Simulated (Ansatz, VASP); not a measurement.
# One calculation of Ta16C, two programs

```
Ta C
1.0
     6.62000    0.00000    0.00000
     0.00000    6.62000    0.00000
     0.00000    0.00000    6.62000
Ta C
16 1
Direct
  0.00142 0.99158 0.99993
  0.48394 0.99160 0.99993
  0.00142 0.50908 0.99993
  0.98030 0.01266 0.49993
  0.24266 0.25033 0.25082
  0.48395 0.50905 0.99993
  0.50501 0.01271 0.49993
  0.74267 0.25032 0.24187
  0.98030 0.48798 0.49993
  0.24268 0.75032 0.29816
  0.24267 0.25033 0.74904
  0.50502 0.48794 0.49993
  0.74265 0.75032 0.25078
  0.74267 0.25032 0.75798
  0.24268 0.75032 0.70170
  0.74265 0.75032 0.74908
  0.24269 0.75032 0.99993
```

Alike in both runs: functional PBE; k mesh 3 × 3 × 3; occupations fermi-dirac, width 0.15 eV; no spin polarisation.

Ansatz relaxed the structure, and its values are those at the end. VASP's run is a single point on that final structure, the one shown.

|  | VASP | Ansatz |
| --- | --- | --- |
| version | VASP 6.6.1 | Ansatz 0.2.0 |
| potentials or method | VASP PAW PBE potentials, release 64 (Ta_pv, C), cutoff 520 eV | scalar-relativistic, plane waves, PAW |
| valence electrons in the cell | 180 | 212 |

Ansatz gave:

```
rms of the force components (eV/Å) : 0.003
```

Problem. Which values does VASP return?

Solution. rms of the force components (eV/Å): 0.010.

The functional is the same, so the differences come from potentials, cutoffs and numerics. VASP's potentials hold 180 valence electrons a cell and Ansatz's 212, so a difference there can come from the potentials and not from the codes.

Spin-orbit coupling is off throughout.
